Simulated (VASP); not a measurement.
# CdF2 in VASP: a series of runs, part 2 of 2

VASP 6.6.1.

### 4 Single point, r2SCAN (strain -0.030 along x and y, +0.030 along z)

POSCAR

```
CdF2
1.0
    0.0000000000      2.6131800000      2.7748200000
    2.6131800000      0.0000000000      2.7748200000
    2.6131800000      2.6131800000      0.0000000000
Cd F
1 2
Direct
    0.0000000000      0.0000000000      0.0000000000
    0.2500000000      0.2500000000      0.2500000000
    0.7500000000      0.7500000000      0.7500000000
```

INCAR.step1

```
PREC = Accurate
ENCUT = 770
ISMEAR = 0
SIGMA = 0.05
LREAL = F
LASPH = T
NELM = 120
NBANDS = 24
GGA = PE
ALGO = Normal
EDIFF = 1E-5
LWAVE = T
LCHARG = F
GGA_COMPAT = F
```

INCAR.step2

```
PREC = Accurate
ENCUT = 770
EDIFF = 1E-6
ISMEAR = 0
SIGMA = 0.05
LREAL = F
LASPH = T
NELM = 120
ALGO = Normal
ISIF = 2
LWAVE = F
LCHARG = F
METAGGA = R2SCAN
LMIXTAU = T
NBANDS = 24
ISTART = 1
GGA_COMPAT = F
```

KPOINTS

```
regular mesh
0
Gamma
  8 8 8
```

Potentials or basis: VASP PAW PBE potentials, release 64 (Cd_sv_GW, F).

Command:

```console
> cat potpaw_PBE.64/Cd_sv_GW/POTCAR potpaw_PBE.64/F/POTCAR > POTCAR
> cp INCAR.step1 INCAR
> mpirun -np 1 vasp_std > vasp.out
> cp INCAR.step2 INCAR
> mpirun -np 1 vasp_std > vasp.out
```

OUTCAR:

```text
PREC = Accurate
   ENCUT = 770
   EDIFF = 1E-6
   ISMEAR = 0
   LREAL = F
   LASPH = T
   NELM = 120
   ISIF = 2
   METAGGA = R2SCAN
   ISTART = 1

 ion  position               nearest neighbor table
   1  0.000  0.000  0.000-
   2  0.250  0.250  0.250-
   3  0.750  0.750  0.750-

  LATTYP: Found a body centered tetragonal cell.
 ALAT       =     3.6955945969
 C/A-ratio  =     1.5016906899

  Lattice vectors:

 A1 = (  -2.6131800000,   0.0000000000,   2.7748200000)
 A2 = (   2.6131800000,   0.0000000000,   2.7748200000)
 A3 = (   0.0000000000,   2.6131800000,  -2.7748200000)

Analysis of symmetry for initial positions (statically):
=====================================================================
 Subroutine PRICEL returns:
 Original cell was already a primitive cell.

 Routine SETGRP: Setting up the symmetry group for a
 body centered tetragonal supercell.

 Subroutine GETGRP returns: Found 16 space group operations
 (whereof 16 operations were pure point group operations)
 out of a pool of 16 trial point group operations.

The static configuration has the point symmetry D_4h.

Analysis of symmetry for dynamics (positions and initial velocities):
=====================================================================
 Subroutine PRICEL returns:
 Original cell was already a primitive cell.

 Routine SETGRP: Setting up the symmetry group for a
 body centered tetragonal supercell.

 Subroutine GETGRP returns: Found 16 space group operations
 (whereof 16 operations were pure point group operations)
 out of a pool of 16 trial point group operations.

The dynamic configuration has the point symmetry D_4h.

 Subroutine INISYM returns: Found 16 space group operations
 (whereof 16 operations are pure point group operations),
 and found     1 'primitive' translations

----------------------------------------------------------------------------------------

                                     Primitive cell

  volume of cell :      37.8969

  direct lattice vectors                    reciprocal lattice vectors
     0.000000000  2.613180000  2.774820000    -0.191337757  0.191337757  0.180191868
     2.613180000  0.000000000  2.774820000     0.191337757 -0.191337757  0.180191868
     2.613180000  2.613180000  0.000000000     0.191337757  0.191337757 -0.180191868

  length of vectors
     3.811605403  3.811605403  3.695594597     0.325099037  0.325099037  0.325099037

  position of ions in fractional coordinates (direct lattice)
     0.000000000  0.000000000  0.000000000
     0.250000000  0.250000000  0.250000000
     0.750000000  0.750000000  0.750000000

  ion indices of the primitive-cell ions
   primitive index   ion index
                 1           1
                 2           2
                 3           3

----------------------------------------------------------------------------------------

 KPOINTS: regular mesh

Automatic generation of k-mesh.
 Grid dimensions read from file:
 generate k-points for:    8    8    8

 Generating k-lattice:

  Cartesian coordinates                     Fractional coordinates (reciprocal lattice)
    -0.023917220  0.023917220  0.022523984     0.125000000  0.000000000  0.000000000
     0.023917220 -0.023917220  0.022523984     0.000000000  0.125000000  0.000000000
     0.023917220  0.023917220 -0.022523984     0.000000000  0.000000000  0.125000000

  Length of vectors
     0.040637380  0.040637380  0.040637380

  Shift w.r.t. Gamma in fractional coordinates (k-lattice)
     0.000000000  0.000000000  0.000000000

 Subroutine IBZKPT returns following result:
 ===========================================

 Found     59 irreducible k-points:

 Following reciprocal coordinates:
            Coordinates               Weight
  0.000000  0.000000  0.000000      1.000000
  0.125000  0.000000  0.000000      8.000000
  0.250000  0.000000  0.000000      8.000000
  0.375000 -0.000000  0.000000      8.000000
  0.500000  0.000000  0.000000      4.000000
  0.125000  0.125000  0.000000      2.000000
[... 16 lines left out ...]
  0.250000 -0.000000  0.125000     16.000000
  0.375000 -0.000000  0.125000     16.000000
 [... further k-points ...]
   k-points           NKPTS =     59   k-points in BZ     NKDIM =     59   number of bands    NBANDS=     24
   number of dos      NEDOS =    301   number of ions     NIONS =      3
   total plane-waves  NPLWV =  46656
   dimension x,y,z NGX =    36 NGY =   36 NGZ =   36
   dimension x,y,z NGXF=    72 NGYF=   72 NGZF=   72
   ions per type =               1   2
   NGX,Y,Z   is equivalent  to a cutoff of  15.70, 15.70, 16.19 a.u.
   NGXF,Y,Z  is equivalent  to a cutoff of  31.40, 31.40, 32.39 a.u.
 SYSTEM =  unknown system
   PREC   = accura    normal or accurate (medium, high low for compatibility)
   ISTART =      1    job   : 0-new  1-cont  2-samecut
   ICHARG =      0    charge: 1-file 2-atom 10-const
   ISPIN  =      1    spin polarized calculation?
   LNONCOLLINEAR =      F non collinear calculations
   LSORBIT =      F    spin-orbit coupling
   LASPH  =      T    aspherical Exc in radial PAW
   ENCUT  =  770.0 eV  56.59 Ry    7.52 a.u.   8.62  8.62  8.36*2*pi/ulx,y,z
   NELM   =    120;   NELMIN=  2; NELMDL=  0     # of ELM steps
   EDIFF  = 0.1E-05   stopping-criterion for ELM
   LREAL  =      F    real-space projection
   EDIFFG = 0.1E-04   stopping-criterion for IOM
   NSW    =      0    number of steps for IOM
   IBRION =     -1    ionic relax: 0-MD 1-quasi-New 2-CG
   NFREE  =      0    steps in history (QN), initial steepest desc. (CG)
   ISIF   =      2    stress and relaxation
   ISYM   =      2    0-nonsym 1-usesym 2-fastsym
   POTIM  = 0.5000    time-step for ionic-motion
   TEBEG  =    0.0;   TEEND  =   0.0 temperature during run
   PSTRESS=    0.0 pullay stress
   NELECT =      34.0000    total number of electrons
   NUPDOWN=      -1.0000    fix difference up-down
   EMIN   =  10.00;   EMAX   =-10.00  energy-range for DOS
   EFERMI =   0.00;   METHOD = LEGACY
   ISMEAR =     0;   SIGMA  =   0.05  broadening in eV -4-tet -1-fermi 0-gaus
   EFERMI_NEDOS =   21; number of points for ismear=-14 and -15
   IALGO  =     38    algorithm
   IMIX   =      4    mixing-type and parameters
     AMIX     =   0.40;   BMIX     =  1.00
     AMIX_MAG =   1.60;   BMIX_MAG =  1.00
  volume/ion in A,a.u.               =      12.63        85.25
  Fermi-wavevector in a.u.,A,eV,Ry     =   1.578944  2.983771 33.920185  2.493063
  Thomas-Fermi vector in A             =   2.679398
   LORBIT       =      0    0 simple, 1 ext, 2 COOP (PROOUT), +10 PAW based schemes
   METAGGA = R2SCAN    functional components
   LHFCALC =     F    Hartree Fock is set to
   AEXX    =    0.0000 exact exchange contribution
   IVDW    =     0    specifies the selected vdW correction
   LEPSILON=     F    determine dielectric tensor
   LRPA    =     F    only Hartree local field effects (RPA)
 non-spin polarized calculation
 Gauss-broadening in eV      SIGMA  =   0.05
  energy-cutoff  :      770.00
  volume of cell :       37.90
 maximum number of plane-waves:      1861
 NGX is ok and might be reduce to    36
   NGX = 17   NGY = 17   NGZ = 17

 number of electron      33.9999993 magnetization

 Free energy of the ion-electron system (eV)
  ---------------------------------------------------
  ext. energy  EPLUGINS =         0.00000000
  ---------------------------------------------------
  free energy    TOTEN  =       -33.79753402 eV

  energy without entropy =      -33.79753402  energy(sigma->0) =      -33.79753402

 E-fermi :   1.0255     XC(G=0): -11.3979

 val. band max:        0.4383601927   @ k =  -0.2500   0.2500   0.5000
 cond. band min:       4.2428282351   @ k =   0.0000   0.0000   0.0000
 fundamental gap:      3.8044680424
 Fermi energy:         1.0254592330

 k-point     1 :       0.0000    0.0000    0.0000
  band No.  band energies     occupation
      1    -100.5569      2.00000
      2     -60.7673      2.00000
      3     -60.7673      2.00000
      4     -60.7411      2.00000
      5     -21.7179      2.00000
      6     -20.5541      2.00000
[... 16 lines left out ...]
     23      20.8483      0.00000
     24      22.2728      0.00000

 k-point     2 :       0.1250    0.0000    0.0000
  band No.  band energies     occupation
      1    -100.5569      2.00000
      2     -60.7677      2.00000
      3     -60.7674      2.00000
      4     -60.7413      2.00000
      5     -21.6659      2.00000
      6     -20.6009      2.00000
[... 586 lines left out ...]
 k-point    24 :       0.3750   -0.0000    0.1250
  band No.  band energies     occupation
      1    -100.5568      2.00000
      2     -60.7693      2.00000
      3     -60.7678      2.00000
      4     -60.7419      2.00000
      5     -21.3567      2.00000
      6     -20.8760      2.00000
[... 16 lines left out ...]
     23      20.4876      0.00000
     24      22.4910      0.00000

 [... further k-points ...]
[... 5 lines left out ...]
  --------------------------------------------------------------------------------------
  -------------------------------------------------------------------------------------
  Total        1.3549173      1.3549173     -0.3336349      0.0000000     -0.0000000      0.0000000
  in kB       57.2822281     57.2822281    -14.1051800      0.0000000     -0.0000000      0.0000000
  external PRESSURE =      33.4864254 kB  Pullay stress =       0.0000000 kB

 VOLUME and BASIS-vectors are now :
 -----------------------------------------------------------------------------
  energy-cutoff  :      770.00
  volume of cell :       37.90
      direct lattice vectors                 reciprocal lattice vectors
     0.000000000  2.613180000  2.774820000    -0.191337757  0.191337757  0.180191868
     2.613180000  0.000000000  2.774820000     0.191337757 -0.191337757  0.180191868
     2.613180000  2.613180000  0.000000000     0.191337757  0.191337757 -0.180191868

 POSITION                                       TOTAL-FORCE (eV/Angst)
 -----------------------------------------------------------------------------------
      0.00000      0.00000      0.00000        -0.000000     -0.000000      0.000000
      1.30659      1.30659      1.38741        -0.000000     -0.000000     -0.000000
      3.91977      3.91977      4.16223         0.000000      0.000000      0.000000
 -----------------------------------------------------------------------------------
    total drift:                               -0.000000      0.000000      0.000000

  FREE ENERGIE OF THE ION-ELECTRON SYSTEM (eV)
  ---------------------------------------------------
  free  energy   TOTEN  =       -33.7975340190 eV

  energy  without entropy=      -33.7975340190  energy(sigma->0) =      -33.79753402
```

OUTCAR.step1:

```text
PREC = Accurate
   ENCUT = 770
   ISMEAR = 0
   LREAL = F
[... 875 lines left out ...]
      0.00000      0.00000      0.00000         0.000000     -0.000000     -0.000000
      1.30659      1.30659      1.38741        -0.000000      0.000000      0.000000
      3.91977      3.91977      4.16223         0.000000      0.000000     -0.000000
 -----------------------------------------------------------------------------------
    total drift:                               -0.000000      0.000000      0.000000

  FREE ENERGIE OF THE ION-ELECTRON SYSTEM (eV)
  ---------------------------------------------------
  free  energy   TOTEN  =       -10.8951567237 eV

  energy  without entropy=      -10.8951567237  energy(sigma->0) =      -10.89515672
```

Wall time 3.6 min (1 thread of Intel Xeon Platinum 8488C (Sapphire Rapids), shared host); peak memory 0.29 GiB.

What came out:

| Property | Result |
| --- | --- |
| Free energy | -33.7975 eV |
| Pressure | 3.3 GPa |
| Band gap on the k mesh | 3.80 eV (least direct gap 4.23 eV) |

Levels at points of the mesh, in eV from the valence-band top:
| k point | band 14 | band 15 | band 16 | band 17 | band 18 | band 19 | band 20 | band 21 |
| --- | --- | --- | --- | --- | --- | --- | --- | --- |
| (0.00, 0.00, 0.00) | -0.94 | -0.61 | -0.61 | -0.42 | 3.80 | 13.67 | 13.67 | 13.83 |
| (0.50, 0.00, 0.00) | -2.08 | -1.94 | -0.46 | -0.44 | 8.18 | 9.68 | 15.63 | 16.09 |
| (0.50, 0.50, 0.00) | -3.12 | -0.85 | -0.09 | -0.09 | 9.09 | 10.84 | 12.29 | 15.70 |
| (0.50, 0.00, 0.50) | -3.09 | -0.50 | -0.25 | -0.07 | 9.06 | 10.59 | 12.24 | 15.03 |

Caveat: the cell differs from its parent crystal (strain -0.030 along x and y, +0.030 along z); the stress differs along the axes, from -1 to 6 GPa; the PAW data sets were made with another functional, which shifts forces and pressure a little. A k mesh can miss the band edges.

### 5 Single point, r2SCAN (strain +0.000 along x and y, -0.030 along z)

POSCAR

```
CdF2
1.0
    0.0000000000      2.6940000000      2.6131800000
    2.6940000000      0.0000000000      2.6131800000
    2.6940000000      2.6940000000      0.0000000000
Cd F
1 2
Direct
    0.0000000000      0.0000000000      0.0000000000
    0.2500000000      0.2500000000      0.2500000000
    0.7500000000      0.7500000000      0.7500000000
```

INCAR.step1

```
PREC     = Accurate       # precision mode
ENCUT    = 770            # plane-wave cutoff, eV
ISMEAR   = 0              # smearing method
SIGMA    = 0.05           # smearing width, eV
LREAL    = F              # projectors in reciprocal space
LASPH    = T              # aspherical terms in the spheres
NELM     = 120            # most SCF steps
NBANDS   = 24             # bands
GGA      = PE             # functional
ALGO     = Normal         # electronic algorithm
EDIFF    = 1E-5           # SCF threshold, eV
LWAVE    = T              # write WAVECAR
LCHARG   = F              # write CHGCAR
GGA_COMPAT= F
```

INCAR.step2

```
PREC     = Accurate       # precision mode
ENCUT    = 770            # plane-wave cutoff, eV
EDIFF    = 1E-6           # SCF threshold, eV
ISMEAR   = 0              # smearing method
SIGMA    = 0.05           # smearing width, eV
LREAL    = F              # projectors in reciprocal space
LASPH    = T              # aspherical terms in the spheres
NELM     = 120            # most SCF steps
ALGO     = Normal         # electronic algorithm
ISIF     = 2              # what is computed and relaxed
LWAVE    = F              # write WAVECAR
LCHARG   = F              # write CHGCAR
METAGGA  = R2SCAN         # meta-GGA
LMIXTAU  = T            
NBANDS   = 24             # bands
ISTART   = 1            
GGA_COMPAT= F
```

KPOINTS

```
Automatic mesh
0
Gamma
  8 8 8
```

Potentials or basis: VASP PAW PBE potentials, release 64 (Cd_sv_GW, F).

Command:

```console
> cat potpaw_PBE.64/Cd_sv_GW/POTCAR potpaw_PBE.64/F/POTCAR > POTCAR
> cp INCAR.step1 INCAR
> mpirun -np 1 vasp_std > vasp.out
> cp INCAR.step2 INCAR
> mpirun -np 1 vasp_std > vasp.out
```

OUTCAR:

```text
PREC = Accurate
   ENCUT = 770
   EDIFF = 1E-6
   ISMEAR = 0
   LREAL = F
   LASPH = T
   NELM = 120
   ISIF = 2
   METAGGA = R2SCAN
   ISTART = 1

 ion  position               nearest neighbor table
   1  0.000  0.000  0.000-
   2  0.250  0.250  0.250-
   3  0.750  0.750  0.750-

  LATTYP: Found a body centered tetragonal cell.
 ALAT       =     3.8098913370
 C/A-ratio  =     1.3717871555

[... 192 lines left out ...]
      1    -100.5561      2.00000
      2     -60.7663      2.00000
      3     -60.7538      2.00000
      4     -60.7538      2.00000
      5     -21.7303      2.00000
      6     -20.5821      2.00000
[... 637 lines left out ...]
     23      20.8602      0.00000
     24      22.2833      0.00000

 [... further k-points ...]
[... 5 lines left out ...]
  --------------------------------------------------------------------------------------
  -------------------------------------------------------------------------------------
  Total        0.4865271      0.4865271      1.3592069      0.0000000      0.0000000      0.0000000
  in kB       20.5505358     20.5505358     57.4118623      0.0000000      0.0000000      0.0000000
  external PRESSURE =      32.8376446 kB  Pullay stress =       0.0000000 kB

 VOLUME and BASIS-vectors are now :
 -----------------------------------------------------------------------------
  energy-cutoff  :      770.00
  volume of cell :       37.93
      direct lattice vectors                 reciprocal lattice vectors
     0.000000000  2.694000000  2.613180000    -0.185597624  0.185597624  0.191337757
     2.694000000  0.000000000  2.613180000     0.185597624 -0.185597624  0.191337757
     2.694000000  2.694000000  0.000000000     0.185597624  0.185597624 -0.191337757

 POSITION                                       TOTAL-FORCE (eV/Angst)
 -----------------------------------------------------------------------------------
      0.00000      0.00000      0.00000        -0.000000      0.000000     -0.000000
      1.34700      1.34700      1.30659         0.000000      0.000000      0.000000
      4.04100      4.04100      3.91977        -0.000000     -0.000000     -0.000000
 -----------------------------------------------------------------------------------
    total drift:                               -0.000000      0.000000      0.000000

  FREE ENERGIE OF THE ION-ELECTRON SYSTEM (eV)
  ---------------------------------------------------
  free  energy   TOTEN  =       -33.8233087298 eV

  energy  without entropy=      -33.8233087298  energy(sigma->0) =      -33.82330873
```

Wall time 3.2 min (1 thread of Intel Xeon 6975P-C (Granite Rapids), shared host); peak memory 0.29 GiB.

What came out:

```yaml
Free_energy: -33.8233 eV
Pressure: 3.3 GPa
Band_gap_on_the_k_mesh: 3.87 eV (least direct gap 4.34 eV)
```

Levels at points of the mesh, in eV from the valence-band top:
| k point | band 15 | band 16 | band 17 | band 18 | band 19 | band 20 |
| --- | --- | --- | --- | --- | --- | --- |
| (0.00, 0.00, 0.00) | -0.57 | -0.47 | -0.47 | 3.87 | 13.70 | 13.77 |
| (0.50, 0.00, 0.00) | -1.95 | -0.42 | -0.41 | 8.23 | 9.76 | 15.75 |
| (0.50, 0.50, 0.00) | -0.48 | -0.14 | -0.14 | 9.09 | 10.68 | 12.29 |
| (0.50, 0.00, 0.50) | -0.66 | -0.15 | -0.05 | 9.16 | 10.75 | 12.26 |

Caveat: the cell differs from its parent crystal (strain +0.000 along x and y, -0.030 along z); the cell stands under pressure; the PAW data sets were made with another functional, which shifts forces and pressure a little. A k mesh can miss the band edges.

### 6 Summary

| cell | gap on the mesh (eV) | pressure (GPa) |
| --- | --- | --- |
| a = 3.696 Å, angles 60.0°, 3 atoms | 4.13 | 12.4 |
| a = 3.753, b = 3.753, c = 3.696 Å, angles 60.5, 60.5, 59.0°, 3 atoms | 3.98 | 7.5 |
| a = 3.812, b = 3.812, c = 3.696 Å, angles 61.0, 61.0, 58.0°, 3 atoms | 3.80 | 3.3 |
| a = 3.753, b = 3.753, c = 3.810 Å, angles 59.5, 59.5, 61.0°, 3 atoms | 3.87 | 3.3 |

Alike in all rows: task single point; level r2SCAN; potentials or basis VASP PAW PBE potentials, release 64 (Cd_sv_GW, F); no spin polarisation; k mesh 8 × 8 × 8; cutoff (eV) 770; smearing gaussian 0.05 eV.

Caveats: the PAW data sets were made with another functional, which shifts forces and pressure a little; the cell stands under pressure (at least some runs); the stress differs along the axes, from -1 to 6 GPa (at least some runs).

Absolute energies hang on the potentials; compare differences alone.
